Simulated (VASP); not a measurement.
# GaN in VASP: further runs

The runs below take GaN through single point, with r2SCAN, HSE06.

Everything below comes from runs of VASP 6.6.1. Logs are shortened: lines on timing, memory, paths and dates and some standing lists are left out, and cuts for length are marked.

## Step 1: The cell of the first run

The structure is tetragonal, space group I-4m2 (No. 119). Conventional cell: a = 3.180 Å, b = 3.180 Å, c = 4.715 Å, α = 90.00°, β = 90.00°, γ = 90.00°. Within 2.6 Å of Ga (site symmetry -4m2) lie 4 N at 1.98 Å. N (site symmetry -4m2) has 4 Ga at 1.98 Å within 2.6 Å.

## Step 2: Single point, r2SCAN (uniaxial z strain +4.8%)

Input file POSCAR:

```
GaN
1.0
    0.0000000000      2.2489525415      2.3573520540
    2.2489525415      0.0000000000      2.3573520540
    2.2489525415      2.2489525415      0.0000000000
Ga N
1 1
Direct
    0.0000000000      0.0000000000      0.0000000000
    0.2500000000      0.2500000000      0.2500000000
```

Input file INCAR.step1:

```
PREC = Accurate ; ENCUT = 520
ISMEAR = 0 ; SIGMA = 0.01
LREAL = F ; LASPH = T
NELM = 100 ; NBANDS = 16
GGA = PE ; ALGO = Normal
EDIFF = 1E-4 ; LWAVE = T
LCHARG = F
```

Input file INCAR.step2:

```
PREC = Accurate ; ENCUT = 520
EDIFF = 1E-7 ; ISMEAR = 0
SIGMA = 0.01 ; LREAL = F
LASPH = T ; NELM = 100
ALGO = Normal ; ISIF = 2
LWAVE = F ; LCHARG = F
METAGGA = R2SCAN ; LMIXTAU = T
NBANDS = 16 ; ISTART = 1
```

Input file KPOINTS:

```
regular mesh
0
Gamma
  10 10 10
```

Potentials or basis: VASP PAW PBE potentials, release 64 (Ga_d, N).

On the command line:

```sh
$ cat potpaw_PBE.64/Ga_d/POTCAR potpaw_PBE.64/N/POTCAR > POTCAR
$ cp INCAR.step1 INCAR
$ mpirun -np 1 vasp_std > vasp.out
$ cp INCAR.step2 INCAR
$ mpirun -np 1 vasp_std > vasp.out
```

OUTCAR:

```text
PREC = Accurate
   ENCUT = 520
   EDIFF = 1E-7
   ISMEAR = 0
   LREAL = F
   LASPH = T
   NELM = 100
   ISIF = 2
   METAGGA = R2SCAN
   ISTART = 1

 ion  position               nearest neighbor table
   1  0.000  0.000  0.000-   2 1.98   2 1.98   2 1.98   2 1.98
   2  0.250  0.250  0.250-   1 1.98   1 1.98   1 1.98   1 1.98

  LATTYP: Found a body centered tetragonal cell.
 ALAT       =     3.1804991853
 C/A-ratio  =     1.4823786561

  Lattice vectors:

 A1 = (  -2.2489525415,   0.0000000000,   2.3573520540)
 A2 = (   2.2489525415,   0.0000000000,   2.3573520540)
 A3 = (   0.0000000000,   2.2489525415,  -2.3573520540)

Analysis of symmetry for initial positions (statically):
=====================================================================
 Subroutine PRICEL returns:
 Original cell was already a primitive cell.

 Routine SETGRP: Setting up the symmetry group for a
 body centered tetragonal supercell.

 Subroutine GETGRP returns: Found  8 space group operations
 (whereof  8 operations were pure point group operations)
 out of a pool of 16 trial point group operations.

The static configuration has the point symmetry D_2d.

Analysis of symmetry for dynamics (positions and initial velocities):
=====================================================================
 Subroutine PRICEL returns:
 Original cell was already a primitive cell.

 Routine SETGRP: Setting up the symmetry group for a
 body centered tetragonal supercell.

 Subroutine GETGRP returns: Found  8 space group operations
 (whereof  8 operations were pure point group operations)
 out of a pool of 16 trial point group operations.

The dynamic configuration has the point symmetry D_2d.

 Subroutine INISYM returns: Found  8 space group operations
 (whereof  8 operations are pure point group operations),
 and found     1 'primitive' translations

----------------------------------------------------------------------------------------

                                     Primitive cell

  volume of cell :      23.8460

  direct lattice vectors                    reciprocal lattice vectors
     0.000000000  2.248952542  2.357352054    -0.222325723  0.222325723  0.212102388
     2.248952542  0.000000000  2.357352054     0.222325723 -0.222325723  0.212102388
     2.248952542  2.248952542  0.000000000     0.222325723  0.222325723 -0.212102388

  length of vectors
     3.258050988  3.258050988  3.180499185     0.379268872  0.379268872  0.379268872

  position of ions in fractional coordinates (direct lattice)
     0.000000000  0.000000000  0.000000000
     0.250000000  0.250000000  0.250000000

  ion indices of the primitive-cell ions
   primitive index   ion index
                 1           1
                 2           2

----------------------------------------------------------------------------------------

 KPOINTS: regular mesh

Automatic generation of k-mesh.
 Grid dimensions read from file:
 generate k-points for:   10   10   10

 Generating k-lattice:

  Cartesian coordinates                     Fractional coordinates (reciprocal lattice)
    -0.022232572  0.022232572  0.021210239     0.100000000  0.000000000  0.000000000
     0.022232572 -0.022232572  0.021210239     0.000000000  0.100000000  0.000000000
     0.022232572  0.022232572 -0.021210239     0.000000000  0.000000000  0.100000000

  Length of vectors
     0.037926887  0.037926887  0.037926887

  Shift w.r.t. Gamma in fractional coordinates (k-lattice)
     0.000000000  0.000000000  0.000000000

 Subroutine IBZKPT returns following result:
 ===========================================

 Found    102 irreducible k-points:

 Following reciprocal coordinates:
            Coordinates               Weight
  0.000000  0.000000  0.000000      1.000000
  0.100000  0.000000  0.000000      8.000000
  0.200000  0.000000  0.000000      8.000000
  0.300000  0.000000  0.000000      8.000000
  0.400000  0.000000  0.000000      8.000000
  0.500000  0.000000  0.000000      4.000000
[... 16 lines left out ...]
  0.300000  0.300000  0.000000      2.000000
  0.400000  0.300000  0.000000      8.000000
 [... further k-points ...]
   k-points           NKPTS =    102   k-points in BZ     NKDIM =    102   number of bands    NBANDS=     16
   number of dos      NEDOS =    301   number of ions     NIONS =      2
   total plane-waves  NPLWV =  13824
   dimension x,y,z NGX =    24 NGY =   24 NGZ =   24
   dimension x,y,z NGXF=    48 NGYF=   48 NGZF=   48
   ions per type =               1   1
   NGX,Y,Z   is equivalent  to a cutoff of  12.25, 12.25, 12.54 a.u.
   NGXF,Y,Z  is equivalent  to a cutoff of  24.49, 24.49, 25.09 a.u.
 SYSTEM =  unknown system
   PREC   = accura    normal or accurate (medium, high low for compatibility)
   ISTART =      1    job   : 0-new  1-cont  2-samecut
   ICHARG =      0    charge: 1-file 2-atom 10-const
   ISPIN  =      1    spin polarized calculation?
   LNONCOLLINEAR =      F non collinear calculations
   LSORBIT =      F    spin-orbit coupling
   LASPH  =      T    aspherical Exc in radial PAW
   ENCUT  =  520.0 eV  38.22 Ry    6.18 a.u.   6.06  6.06  5.91*2*pi/ulx,y,z
   NELM   =    100;   NELMIN=  2; NELMDL=  0     # of ELM steps
   EDIFF  = 0.1E-06   stopping-criterion for ELM
   LREAL  =      F    real-space projection
   EDIFFG = 0.1E-05   stopping-criterion for IOM
   NSW    =      0    number of steps for IOM
   IBRION =     -1    ionic relax: 0-MD 1-quasi-New 2-CG
   NFREE  =      0    steps in history (QN), initial steepest desc. (CG)
   ISIF   =      2    stress and relaxation
   ISYM   =      2    0-nonsym 1-usesym 2-fastsym
   POTIM  = 0.5000    time-step for ionic-motion
   TEBEG  =    0.0;   TEEND  =   0.0 temperature during run
   PSTRESS=    0.0 pullay stress
   NELECT =      18.0000    total number of electrons
   NUPDOWN=      -1.0000    fix difference up-down
   EMIN   =  10.00;   EMAX   =-10.00  energy-range for DOS
   EFERMI =   0.00;   METHOD = LEGACY
   ISMEAR =     0;   SIGMA  =   0.01  broadening in eV -4-tet -1-fermi 0-gaus
   EFERMI_NEDOS =   21; number of points for ismear=-14 and -15
   IALGO  =     38    algorithm
   IMIX   =      4    mixing-type and parameters
     AMIX     =   0.40;   BMIX     =  1.00
     AMIX_MAG =   1.60;   BMIX_MAG =  1.00
  volume/ion in A,a.u.               =      11.92        80.46
  Fermi-wavevector in a.u.,A,eV,Ry     =   1.490598  2.816823 30.230563  2.221884
  Thomas-Fermi vector in A             =   2.603360
   LORBIT       =      0    0 simple, 1 ext, 2 COOP (PROOUT), +10 PAW based schemes
   METAGGA = R2SCAN    functional components
   LHFCALC =     F    Hartree Fock is set to
   AEXX    =    0.0000 exact exchange contribution
   IVDW    =     0    specifies the selected vdW correction
   LEPSILON=     F    determine dielectric tensor
   LRPA    =     F    only Hartree local field effects (RPA)
 non-spin polarized calculation
 Gauss-broadening in eV      SIGMA  =   0.01
  energy-cutoff  :      520.00
  volume of cell :       23.85
 maximum number of plane-waves:       660
   NGX = 13   NGY = 13   NGZ = 11

 number of electron      17.9999990 magnetization

 Free energy of the ion-electron system (eV)
  ---------------------------------------------------
  ext. energy  EPLUGINS =         0.00000000
  ---------------------------------------------------
  free energy    TOTEN  =       -21.85905039 eV

  energy without entropy =      -21.85905039  energy(sigma->0) =      -21.85905039

 E-fermi :   4.7071     XC(G=0): -12.3969

 val. band max:        4.6600801059   @ k =   0.0000   0.0000   0.0000
 cond. band min:       6.4191410883   @ k =   0.0000   0.0000   0.0000
 fundamental gap:      1.7590609825
 Fermi energy:         4.7070567042

 k-point     1 :       0.0000    0.0000    0.0000
  band No.  band energies     occupation
      1     -11.7999      2.00000
      2      -9.2629      2.00000
      3      -9.2143      2.00000
      4      -9.2142      2.00000
      5      -8.9255      2.00000
      6      -8.9229      2.00000
[... 8 lines left out ...]
     15      23.0068      0.00000
     16      23.7598      0.00000

 k-point     2 :       0.1000    0.0000    0.0000
  band No.  band energies     occupation
      1     -11.6983      2.00000
      2      -9.2425      2.00000
      3      -9.2019      2.00000
      4      -9.1797      2.00000
      5      -8.9275      2.00000
      6      -8.9224      2.00000
[... 8 lines left out ...]
     15      22.9562      0.00000
     16      23.1233      0.00000

 k-point     3 :       0.2000    0.0000    0.0000
  band No.  band energies     occupation
      1     -11.4428      2.00000
      2      -9.2065      2.00000
      3      -9.1726      2.00000
      4      -9.0224      2.00000
      5      -8.9294      2.00000
      6      -8.9145      2.00000
[... 8 lines left out ...]
     15      22.0921      0.00000
     16      22.1560      0.00000

 k-point     4 :       0.3000    0.0000    0.0000
  band No.  band energies     occupation
      1     -11.1677      2.00000
      2      -9.1785      2.00000
      3      -9.1452      2.00000
      4      -8.9224      2.00000
      5      -8.9050      2.00000
      6      -8.6407      2.00000
[... 8 lines left out ...]
     15      22.4170      0.00000
     16      22.4295      0.00000

 k-point     5 :       0.4000    0.0000    0.0000
  band No.  band energies     occupation
      1     -10.9956      2.00000
      2      -9.1654      2.00000
      3      -9.1321      2.00000
      4      -8.9070      2.00000
      5      -8.8806      2.00000
      6      -8.1017      2.00000
[... 8 lines left out ...]
     15      23.7077      0.00000
     16      23.9103      0.00000

 k-point     6 :       0.5000    0.0000    0.0000
  band No.  band energies     occupation
      1     -10.9433      2.00000
      2      -9.1625      2.00000
      3      -9.1293      2.00000
      4      -8.8988      2.00000
      5      -8.8694      2.00000
      6      -7.7991      2.00000
[... 8 lines left out ...]
     15      24.7279      0.00000
     16      24.9459      0.00000

 k-point     7 :       0.1000    0.1000    0.0000
  band No.  band energies     occupation
      1     -11.6718      2.00000
      2      -9.2198      2.00000
      3      -9.1909      2.00000
      4      -9.1909      2.00000
      5      -8.9339      2.00000
      6      -8.9200      2.00000
[... 8 lines left out ...]
     15      23.8277      0.00000
     16      25.1167      0.00000

 k-point     8 :       0.2000    0.1000    0.0000
  band No.  band energies     occupation
      1     -11.4737      2.00000
      2      -9.1919      2.00000
      3      -9.1610      2.00000
      4      -9.0796      2.00000
      5      -8.9376      2.00000
      6      -8.9156      2.00000
[... 8 lines left out ...]
     15      23.9145      0.00000
     16      24.1632      0.00000

 k-point     9 :       0.3000    0.1000    0.0000
  band No.  band energies     occupation
      1     -11.2092      2.00000
      2      -9.1720      2.00000
      3      -9.1303      2.00000
      4      -8.9455      2.00000
      5      -8.9088      2.00000
      6      -8.7514      2.00000
[... 8 lines left out ...]
     15      22.9543      0.00000
     16      23.9022      0.00000
[... 172 lines left out ...]
 k-point    19 :       0.5000    0.2000    0.0000
  band No.  band energies     occupation
      1     -10.8811      2.00000
      2      -9.1350      2.00000
      3      -9.0638      2.00000
      4      -8.9438      2.00000
      5      -8.8932      2.00000
      6      -7.7407      2.00000
[... 8 lines left out ...]
     15      25.0222      0.00000
     16      25.8153      0.00000

 k-point    20 :      -0.4000    0.2000    0.0000
  band No.  band energies     occupation
      1     -10.8680      2.00000
      2      -9.1425      2.00000
      3      -9.0701      2.00000
      4      -8.9189      2.00000
      5      -8.9138      2.00000
      6      -7.5929      2.00000
[... 8 lines left out ...]
     15      23.8015      0.00000
     16      24.9272      0.00000

 k-point    21 :      -0.3000    0.2000    0.0000
  band No.  band energies     occupation
      1     -10.9297      2.00000
      2      -9.1485      2.00000
      3      -9.0879      2.00000
      4      -8.9406      2.00000
      5      -8.9160      2.00000
      6      -7.9550      2.00000
[... 8 lines left out ...]
     15      22.7624      0.00000
     16      25.2206      0.00000

 k-point    22 :      -0.2000    0.2000    0.0000
  band No.  band energies     occupation
      1     -11.0759      2.00000
      2      -9.1615      2.00000
      3      -9.1212      2.00000
      4      -8.9517      2.00000
      5      -8.9303      2.00000
      6      -8.4510      2.00000
[... 8 lines left out ...]
     15      22.7529      0.00000
     16      25.2284      0.00000

 k-point    23 :       0.3000    0.3000    0.0000
  band No.  band energies     occupation
      1     -11.0246      2.00000
      2      -9.0524      2.00000
      3      -9.0455      2.00000
      4      -9.0454      2.00000
      5      -8.8876      2.00000
      6      -8.5566      2.00000
[... 8 lines left out ...]
     15      27.5998      0.00000
     16      27.6691      0.00000

 k-point    24 :       0.4000    0.3000    0.0000
  band No.  band energies     occupation
      1     -10.9033      2.00000
      2      -9.0759      2.00000
      3      -9.0145      2.00000
      4      -9.0113      2.00000
      5      -8.8810      2.00000
      6      -8.1609      2.00000
[... 8 lines left out ...]
     15      27.3872      0.00000
     16      27.8358      0.00000

 [... further k-points ...]

------------------------ aborting loop because EDIFF is reached ----------------------------------------

  FORCE on cell =-STRESS in cart. coord.  units (eV):
  Direction    XX          YY          ZZ          XY          YZ          ZX
  --------------------------------------------------------------------------------------
  -------------------------------------------------------------------------------------
  Total       -0.7795917     -0.7795917     -1.8139134      0.0000000      0.0000000      0.0000000
  in kB      -52.3796718    -52.3796718   -121.8742935      0.0000000      0.0000000      0.0000000
  external PRESSURE =     -75.5445457 kB  Pullay stress =       0.0000000 kB

 VOLUME and BASIS-vectors are now :
 -----------------------------------------------------------------------------
  energy-cutoff  :      520.00
  volume of cell :       23.85
      direct lattice vectors                 reciprocal lattice vectors
     0.000000000  2.248952542  2.357352054    -0.222325723  0.222325723  0.212102388
     2.248952542  0.000000000  2.357352054     0.222325723 -0.222325723  0.212102388
     2.248952542  2.248952542  0.000000000     0.222325723  0.222325723 -0.212102388

 POSITION                                       TOTAL-FORCE (eV/Angst)
 -----------------------------------------------------------------------------------
      0.00000      0.00000      0.00000        -0.000000     -0.000000     -0.000000
      1.12448      1.12448      1.17868         0.000000      0.000000      0.000000
 -----------------------------------------------------------------------------------
    total drift:                                0.000020      0.000020     -0.000005

  FREE ENERGIE OF THE ION-ELECTRON SYSTEM (eV)
  ---------------------------------------------------
  free  energy   TOTEN  =       -21.8590503911 eV

  energy  without entropy=      -21.8590503911  energy(sigma->0) =      -21.85905039
```

It took 68 s on 1 thread of Intel Xeon Platinum 8488C (Sapphire Rapids), shared host; peak memory 0.17 GiB.

What came out:

| Quantity | Value |
| --- | --- |
| Free energy | -21.8591 eV |
| Pressure | -7.6 GPa |
| Band gap on the k mesh | 1.76 eV |

Stress tensor (GPa, compression positive):
```
 -5.24   0.00   0.00
  0.00  -5.24   0.00
  0.00   0.00 -12.19
```

Caveat: the cell differs from its parent crystal (uniaxial z strain +4.8%); the cell stands under tension; the PAW data sets were made with another functional, which shifts forces and pressure a little.

(Part 1 of 2 ends here.)
